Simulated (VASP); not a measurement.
Write the native input for VASP 6.6.1 that does the following.

```yaml
Task: single point
Functional: r2SCAN
Potentials_or_basis: VASP PAW PBE potentials, release 64 (Al, Cu)
Cutoff: 520 eV
k_mesh: 10 × 10 × 6
Occupations: gaussian, width 0.1 eV
Spin: no spin polarisation
Dipole_correction: no
Further_INCAR_settings: ALGO = Normal; EDIFF = 1e-07; NBANDS = 26
```

Al2Cu:

```xyz
6
Lattice="2.9818 2.9818 0.0000 -2.9818 2.9818 0.0000 0.0000 0.0000 5.5865" Properties=species:S:1:pos:R:3 pbc="T T T"
Al    1.4909    1.4909    1.3966
Al   -1.4909    1.4909    1.3966
Al   -1.4909    1.4909    4.1899
Al    1.4909    1.4909    4.1899
Cu    0.0000    0.0000    2.7933
Cu    0.0000    2.9818    0.0000
```

This cell differs from its parent crystal: biaxial strain in the a-b plane: +4.0 %, then relaxed in part.

These files were run (other wordings do the same):

POSCAR

```
Al2Cu
1.0
    2.9817564422      2.9817564422      0.0000000000
   -2.9817564422      2.9817564422      0.0000000000
    0.0000000000      0.0000000000      5.5865183555
Al Cu
4 2
Direct
    0.5000000000      0.0000000000      0.2500000000
    0.0000000000      0.5000000000      0.2500000000
    0.0000000000      0.5000000000      0.7500000000
    0.5000000000      0.0000000000      0.7500000000
    0.0000000000      0.0000000000      0.5000000000
    0.5000000000      0.5000000000      0.0000000000
```

INCAR.step1

```
  PREC = Accurate
  ENCUT = 520
  ISMEAR = 0
  SIGMA = 0.1
  LREAL = F
  LASPH = T
  NELM = 60
  NBANDS = 26
  GGA = PE
  ALGO = Normal
  EDIFF = 1E-4
  LWAVE = T
  LCHARG = F
```

INCAR.step2

```
  PREC = Accurate
  ENCUT = 520
  EDIFF = 1E-7
  ISMEAR = 0
  SIGMA = 0.1
  LREAL = F
  LASPH = T
  NELM = 60
  ALGO = Normal
  ISIF = 2
  LWAVE = F
  LCHARG = T
  METAGGA = R2SCAN
  LMIXTAU = T
  LELF = T
  LVHAR = T
  NBANDS = 26
  ISTART = 1
```

KPOINTS

```
regular mesh
0
Gamma
  10 10 6
```

Potentials or basis: VASP PAW PBE potentials, release 64 (Al, Cu).

Command:

```console
$ cat potpaw_PBE.64/Al/POTCAR potpaw_PBE.64/Cu/POTCAR > POTCAR
$ cp INCAR.step1 INCAR
$ mpirun -np 1 vasp_std > vasp.out
$ cp INCAR.step2 INCAR
$ mpirun -np 1 vasp_std > vasp.out
```

Results of the run:

```yaml
Pressure: -4.8 GPa
Band_gap_on_the_k_mesh: zero (bands 17 and 18 overlap by 3.96 eV)
```

Caveat: the cell differs from its parent crystal (biaxial strain in the a-b plane: +4.0 %, then relaxed in part); the cell stands under tension; the PAW data sets were made with another functional, which shifts forces and pressure a little.

Wall time 28 min on 1 thread of Oxide Virtual Turin-like Processor, with other jobs on the host, peak memory 0.3 GiB.
